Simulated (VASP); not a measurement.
# MgO in VASP: relaxation of the atoms with PBE

Aim: the relaxation of the atoms of MgO with PBE.

Everything below comes from runs of VASP 6.6.1. Logs are shortened: lines on timing, memory, paths and dates and some standing lists are left out, and cuts for length are marked.

### Step 1. The cell of the first run

The cell holds a slab with vacuum, 12 atoms: a = 3.008 Å, b = 3.008 Å, c = 25.635 Å, α = 90.00°, β = 90.00°, γ = 90.00°.

### Step 2. Relaxation of the atoms, PBE

INCAR

```
SYSTEM = MgO
PREC = Accurate
ENCUT = 520
EDIFF = 1E-7
ISMEAR = 0
SIGMA = 0.05
LREAL = .False.
LASPH = .True.
NELM = 100
ALGO = Normal
ISIF = 2
LWAVE = .False.
LCHARG = .False.
LDIPOL = .True.
IDIPOL = 3
DIPOL = 0.5 0.5 0.500
GGA = PE
IBRION = 2
NSW = 80
EDIFFG = -0.02
```

KPOINTS

```
Automatic mesh
0
Gamma
  9 9 1
  0 0 0
```

POSCAR

```
MgO
1.0
    3.0079232189      0.0000000000      0.0000000000
    0.0000000000      3.0079232189      0.0000000000
    0.0000000000      0.0000000000     25.6346145270
Mg O
6 6
Direct
    0.5000000000      0.5000000000      0.2925731531
    0.0000000000      0.0000000000      0.3755438918
    0.5000000000      0.5000000000      0.4585146306
    0.0000000000      0.0000000000      0.5414853694
    0.5000000000      0.5000000000      0.6244561082
    0.0000000000      0.0000000000      0.7074268469
    0.0000000000      0.0000000000      0.2925731531
    0.5000000000      0.5000000000      0.3755438918
    0.0000000000      0.0000000000      0.4585146306
    0.5000000000      0.5000000000      0.5414853694
    0.0000000000      0.0000000000      0.6244561082
    0.5000000000      0.5000000000      0.7074268469
```

Potentials or basis: VASP PAW PBE potentials, release 64 (Mg, O).

On the command line:

```sh
> cat potpaw_PBE.64/Mg/POTCAR potpaw_PBE.64/O/POTCAR > POTCAR
> mpirun -np 1 vasp_std > vasp.out
```

OUTCAR:

```text
SYSTEM = MgO
   PREC = Accurate
   ENCUT = 520
   EDIFF = 1E-7
   ISMEAR = 0
   LREAL = .False.
   LASPH = .True.
   NELM = 100
   ISIF = 2
   GGA = PE
   IBRION = 2
   NSW = 80
   EDIFFG = -0.02

 ion  position               nearest neighbor table
   1  0.500  0.500  0.293-   8 2.13   7 2.13   7 2.13   7 2.13   7 2.13   2 3.01   2 3.01   2 3.01
                             2 3.01
   2  0.000  0.000  0.376-   7 2.13   8 2.13   8 2.13   8 2.13   8 2.13   9 2.13   1 3.01   1 3.01
                             1 3.01   1 3.01   3 3.01   3 3.01   3 3.01   3 3.01
   3  0.500  0.500  0.459-   9 2.13   9 2.13   9 2.13   9 2.13  10 2.13   8 2.13   4 3.01   4 3.01
                             2 3.01   4 3.01   2 3.01   2 3.01   4 3.01   2 3.01
   4  0.000  0.000  0.541-  10 2.13  10 2.13  10 2.13  10 2.13  11 2.13   9 2.13   5 3.01   5 3.01
                             3 3.01   5 3.01   3 3.01   3 3.01   5 3.01   3 3.01
   5  0.500  0.500  0.624-  12 2.13  11 2.13  11 2.13  11 2.13  11 2.13  10 2.13   6 3.01   6 3.01
                             6 3.01   6 3.01   4 3.01   4 3.01   4 3.01   4 3.01
   6  0.000  0.000  0.707-  11 2.13  12 2.13  12 2.13  12 2.13  12 2.13   5 3.01   5 3.01   5 3.01
                             5 3.01
   7  0.000  0.000  0.293-   2 2.13   1 2.13   1 2.13   1 2.13   1 2.13
   8  0.500  0.500  0.376-   1 2.13   2 2.13   2 2.13   2 2.13   2 2.13   3 2.13
   9  0.000  0.000  0.459-   3 2.13   3 2.13   3 2.13   3 2.13   4 2.13   2 2.13
  10  0.500  0.500  0.541-   4 2.13   4 2.13   4 2.13   4 2.13   5 2.13   3 2.13
  11  0.000  0.000  0.624-   6 2.13   5 2.13   5 2.13   5 2.13   5 2.13   4 2.13
  12  0.500  0.500  0.707-   5 2.13   6 2.13   6 2.13   6 2.13   6 2.13

  LATTYP: Found a simple tetragonal cell.
 ALAT       =     3.0079232189
 C/A-ratio  =     8.5223633256

  Lattice vectors:

 A1 = (   3.0079232189,   0.0000000000,   0.0000000000)
 A2 = (   0.0000000000,   3.0079232189,   0.0000000000)
 A3 = (   0.0000000000,   0.0000000000,  25.6346145270)

Analysis of symmetry for initial positions (statically):
=====================================================================
 Subroutine PRICEL returns:
 Original cell was already a primitive cell.

 Routine SETGRP: Setting up the symmetry group for a
 simple tetragonal supercell.

 Subroutine GETGRP returns: Found 16 space group operations
 (whereof  8 operations were pure point group operations)
 out of a pool of 16 trial point group operations.

The static configuration has the point symmetry C_4v.
 The point group associated with its full space group is D_4h.

Analysis of symmetry for dynamics (positions and initial velocities):
=====================================================================
 Subroutine PRICEL returns:
 Original cell was already a primitive cell.

 Routine SETGRP: Setting up the symmetry group for a
 simple tetragonal supercell.

 Subroutine GETGRP returns: Found 16 space group operations
 (whereof  8 operations were pure point group operations)
 out of a pool of 16 trial point group operations.

The dynamic configuration has the point symmetry C_4v.
 The point group associated with its full space group is D_4h.

 Subroutine INISYM returns: Found 16 space group operations
 (whereof  8 operations are pure point group operations),
 and found     1 'primitive' translations

----------------------------------------------------------------------------------------

                                     Primitive cell

  volume of cell :     231.9318

  direct lattice vectors                    reciprocal lattice vectors
     3.007923219  0.000000000  0.000000000     0.332455295  0.000000000  0.000000000
     0.000000000  3.007923219  0.000000000     0.000000000  0.332455295  0.000000000
     0.000000000  0.000000000 25.634614527     0.000000000  0.000000000  0.039009754

  length of vectors
     3.007923219  3.007923219 25.634614527     0.332455295  0.332455295  0.039009754

  position of ions in fractional coordinates (direct lattice)
     0.500000000  0.500000000  0.292573153
     0.000000000  0.000000000  0.375543892
[... 69 lines left out ...]
   k-points           NKPTS =     15   k-points in BZ     NKDIM =     15   number of bands    NBANDS=     31
   number of dos      NEDOS =    301   number of ions     NIONS =     12
   total plane-waves  NPLWV = 110592
   dimension x,y,z NGX =    24 NGY =   24 NGZ =  192
   dimension x,y,z NGXF=    48 NGYF=   48 NGZF=  384
   ions per type =               6   6
   NGX,Y,Z   is equivalent  to a cutoff of  13.26, 13.26, 12.45 a.u.
   NGXF,Y,Z  is equivalent  to a cutoff of  26.53, 26.53, 24.90 a.u.
 SYSTEM =  MgO
   PREC   = accura    normal or accurate (medium, high low for compatibility)
   ISTART =      0    job   : 0-new  1-cont  2-samecut
   ICHARG =      2    charge: 1-file 2-atom 10-const
   ISPIN  =      1    spin polarized calculation?
   LNONCOLLINEAR =      F non collinear calculations
   LSORBIT =      F    spin-orbit coupling
   LASPH  =      T    aspherical Exc in radial PAW
   ENCUT  =  520.0 eV  38.22 Ry    6.18 a.u.   5.59  5.59 47.66*2*pi/ulx,y,z
   NELM   =    100;   NELMIN=  2; NELMDL= -5     # of ELM steps
   EDIFF  = 0.1E-06   stopping-criterion for ELM
   LREAL  =      F    real-space projection
   EDIFFG = -.2E-01   stopping-criterion for IOM
   NSW    =     80    number of steps for IOM
   IBRION =      2    ionic relax: 0-MD 1-quasi-New 2-CG
   NFREE  =      1    steps in history (QN), initial steepest desc. (CG)
   ISIF   =      2    stress and relaxation
   ISYM   =      2    0-nonsym 1-usesym 2-fastsym
   POTIM  = 0.5000    time-step for ionic-motion
   TEBEG  =    0.0;   TEEND  =   0.0 temperature during run
   PSTRESS=    0.0 pullay stress
   NELECT =      48.0000    total number of electrons
   NUPDOWN=      -1.0000    fix difference up-down
   EMIN   =  10.00;   EMAX   =-10.00  energy-range for DOS
   EFERMI =   0.00;   METHOD = LEGACY
   ISMEAR =     0;   SIGMA  =   0.05  broadening in eV -4-tet -1-fermi 0-gaus
   EFERMI_NEDOS =   21; number of points for ismear=-14 and -15
   IALGO  =     38    algorithm
   IMIX   =      4    mixing-type and parameters
     AMIX     =   0.40;   BMIX     =  1.00
     AMIX_MAG =   1.60;   BMIX_MAG =  1.00
  volume/ion in A,a.u.               =      19.33       130.43
  Fermi-wavevector in a.u.,A,eV,Ry     =   0.968356  1.829928 12.758371  0.937714
  Thomas-Fermi vector in A             =   2.098319
   LORBIT       =      0    0 simple, 1 ext, 2 COOP (PROOUT), +10 PAW based schemes
   GGA     = PE    functional components
   LHFCALC =     F    Hartree Fock is set to
   AEXX    =    0.0000 exact exchange contribution
   IVDW    =     0    specifies the selected vdW correction
   LEPSILON=     F    determine dielectric tensor
   LRPA    =     F    only Hartree local field effects (RPA)
 conjugate gradient relaxation of ions
 non-spin polarized calculation
 Gauss-broadening in eV      SIGMA  =   0.05
  energy-cutoff  :      520.00
  volume of cell :      231.93
 maximum number of plane-waves:      6287
 NGX is ok and might be reduce to    24
   NGX = 11   NGY = 11   NGZ = 95

--------------------------------------- Ionic step        1  -------------------------------------------

 number of electron      47.9999995 magnetization

 Free energy of the ion-electron system (eV)
  ---------------------------------------------------
  ext. energy  EPLUGINS =         0.00000000
  ---------------------------------------------------
  free energy    TOTEN  =       -70.42613599 eV

  energy without entropy =      -70.42613599  energy(sigma->0) =      -70.42613599

------------------------ aborting loop because EDIFF is reached ----------------------------------------

  FORCE on cell =-STRESS in cart. coord.  units (eV):
  Direction    XX          YY          ZZ          XY          YZ          ZX
  --------------------------------------------------------------------------------------
  -------------------------------------------------------------------------------------
  Total       -4.3082893     -4.3082893     -0.4202912      0.0000000      0.0000000      0.0000000
  in kB      -29.7615232    -29.7615232     -2.9033580      0.0000000      0.0000000      0.0000000
  external PRESSURE =     -20.8088015 kB  Pullay stress =       0.0000000 kB
[... 79 lines left out ...]
--------------------------------------- Ionic step        3  -------------------------------------------

 number of electron      47.9999978 magnetization

 dipolmoment           0.000000      0.000000      0.000000 electrons x Angstroem

------------------------ aborting loop because EDIFF is reached ----------------------------------------

  FORCE on cell =-STRESS in cart. coord.  units (eV):
  Direction    XX          YY          ZZ          XY          YZ          ZX
  --------------------------------------------------------------------------------------
  -------------------------------------------------------------------------------------
  Total       -4.2472431     -4.2472431     -0.3911960      0.0000000     -0.0000000      0.0000000
  in kB      -29.3398183    -29.3398183     -2.7023692      0.0000000     -0.0000000      0.0000000
  external PRESSURE =     -20.4606686 kB  Pullay stress =       0.0000000 kB
[... 79 lines left out ...]
--------------------------------------- Ionic step        5  -------------------------------------------

 number of electron      47.9999983 magnetization

 dipolmoment           0.000000      0.000000     -0.000000 electrons x Angstroem

 Free energy of the ion-electron system (eV)
  ---------------------------------------------------
  ext. energy  EPLUGINS =         0.00000000
  ---------------------------------------------------
  free energy    TOTEN  =       -70.44941652 eV

  energy without entropy =      -70.44941652  energy(sigma->0) =      -70.44941652

 E-fermi :  -0.8533     XC(G=0):  -6.0440

 val. band max:       -1.1465970036   @ k =   0.0000   0.0000   0.0000
 cond. band min:       2.4465960191   @ k =   0.0000   0.0000   0.0000
 fundamental gap:      3.5931930227
 Fermi energy:        -0.8532802941

 k-point     1 :       0.0000    0.0000    0.0000
  band No.  band energies     occupation
      1     -18.1635      2.00000
      2     -17.9153      2.00000
      3     -17.5199      2.00000
      4     -17.1130      2.00000
      5     -16.8355      2.00000
      6     -16.7606      2.00000
[... 499 lines left out ...]
     30       8.8472      0.00000
     31       8.9022      0.00000

------------------------ aborting loop because EDIFF is reached ----------------------------------------

 vacuum level on the upper side and lower side of the slab       (xc-potential included)        -0.156        -0.156

  FORCE on cell =-STRESS in cart. coord.  units (eV):
  Direction    XX          YY          ZZ          XY          YZ          ZX
  --------------------------------------------------------------------------------------
  -------------------------------------------------------------------------------------
  Total       -4.2403405     -4.2403405     -0.3877781      0.0000000      0.0000000      0.0000000
  in kB      -29.2921354    -29.2921354     -2.6787584      0.0000000      0.0000000      0.0000000
  external PRESSURE =     -20.4210097 kB  Pullay stress =       0.0000000 kB
[... 27 lines left out ...]
  FREE ENERGIE OF THE ION-ELECTRON SYSTEM (eV)
  ---------------------------------------------------
  free  energy   TOTEN  =       -70.4494165183 eV

  energy  without entropy=      -70.4494165183  energy(sigma->0) =      -70.44941652

 reached required accuracy - stopping structural energy minimisation

 vacuum level on the upper side and lower side of the slab         3.929         3.929
```

Run time: 17 min. Hardware: 1 thread of Intel Xeon 8259CL, shared host; peak memory 0.38 GiB.

What came out:

* Free energy: -70.4494 eV
* Energy gained by relaxing: 1.9 meV/atom
* Ionic steps: 5
* Largest force after relaxing: 0.020 eV/Å
* Band gap on the k mesh: 3.59 eV, direct

Forces on the atoms (eV/Å):
```
Mg   0.000  0.000  0.010
Mg   0.000  0.000  0.004
Mg   0.000  0.000  0.020
Mg   0.000  0.000 -0.020
Mg   0.000  0.000 -0.004
Mg   0.000  0.000 -0.010
O    0.000  0.000  0.010
O    0.000  0.000  0.001
O    0.000  0.000 -0.014
O    0.000  0.000  0.014
O    0.000  0.000 -0.001
O    0.000  0.000 -0.010
```

Step by step:
```csv
step,energy change (eV),largest force (eV/Å),pressure (GPa)
1,0.0000,0.4696,-2.08
2,-0.0223,0.0922,-2.05
3,-0.0225,0.1027,-2.05
4,-0.0233,0.0226,-2.04
5,-0.0233,0.0198,-2.04
```

Final structure:
```xyz
12
Lattice="3.0079 0.0000 0.0000 0.0000 3.0079 0.0000 0.0000 0.0000 25.6346" Properties=species:S:1:pos:R:3 pbc="T T T"
Mg    1.5040    1.5040    7.5264
Mg    0.0000    0.0000    9.6233
Mg    1.5040    1.5040   11.7539
Mg    0.0000    0.0000   13.8807
Mg    1.5040    1.5040   16.0113
Mg    0.0000    0.0000   18.1083
O     0.0000    0.0000    7.4756
O     1.5040    1.5040    9.6316
O     0.0000    0.0000   11.7540
O     1.5040    1.5040   13.8806
O     0.0000    0.0000   16.0030
O     1.5040    1.5040   18.1590
```
